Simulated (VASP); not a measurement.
Runs of VASP 6.6.1 on Ge. The structure is that of space group Fd-3m (No. 227), or close to it. The cells are those of the table. 

| level | cell | smearing | gap on the mesh (eV) | pressure (GPa) | largest force (eV/Å) |
| --- | --- | --- | --- | --- | --- |
| PBE | a = 4.012 Å, angles 60.0°, 2 atoms | fermi-dirac 0.02 eV | none | 2.9 | - |
| PBE | a = 4.012, b = 4.012, c = 4.092 Å, angles 59.3, 59.3, 58.7°, 2 atoms | fermi-dirac 0.02 eV | none | 3.1 | 0.05 |
| r2SCAN | a = 4.012 Å, angles 60.0°, 2 atoms | fermi-dirac 0.02 eV | 0.32 | (b) | - |
| r2SCAN | a = 4.012, b = 4.012, c = 4.092 Å, angles 59.3, 59.3, 58.7°, 2 atoms | fermi-dirac 0.02 eV | - | 0.1 | 0.01 |
| PBE | a = 3.952 Å, angles 60.0°, 2 atoms | fermi-dirac 0.02 eV | 0.30 | 6.6 | - |
| r2SCAN | a = 4.001 Å, angles 58.2°, 2 atoms | fermi-dirac 0.02 eV | 0.28 | 4.2 | 0.01 |
| r2SCAN | a = 3.952 Å, angles 60.0°, 2 atoms | gaussian 0.01 eV | 0.57 | 3.7 | - |
| PBE | a = 4.001 Å, angles 58.2°, 2 atoms | fermi-dirac 0.02 eV | (a) | 7.1 | 0.06 |
| r2SCAN | a = 4.132 Å, angles 60.0°, 2 atoms | fermi-dirac 0.02 eV | none | -5.0 | - |
| r2SCAN | a = 4.018, b = 4.018, c = 4.052 Å, angles 59.7, 59.7, 60.6°, 2 atoms | fermi-dirac 0.02 eV | 0.11 | -0.9 | - |

Alike in all rows: task single point; potentials or basis VASP PAW PBE potentials, release 64 (Ge_d); no spin polarisation; k mesh 8 × 8 × 8; cutoff (eV) 520.

Q: Fill in the values left out.

A: (a) 0.02; (b) 0.0.

Caveats: the PAW data sets were made with another functional, which shifts forces and pressure a little (some runs).

A k mesh can miss the band edges, and the runs leave out spin-orbit coupling on Ge.

A gap of «none» marks levels without a gap at the run's occupations.
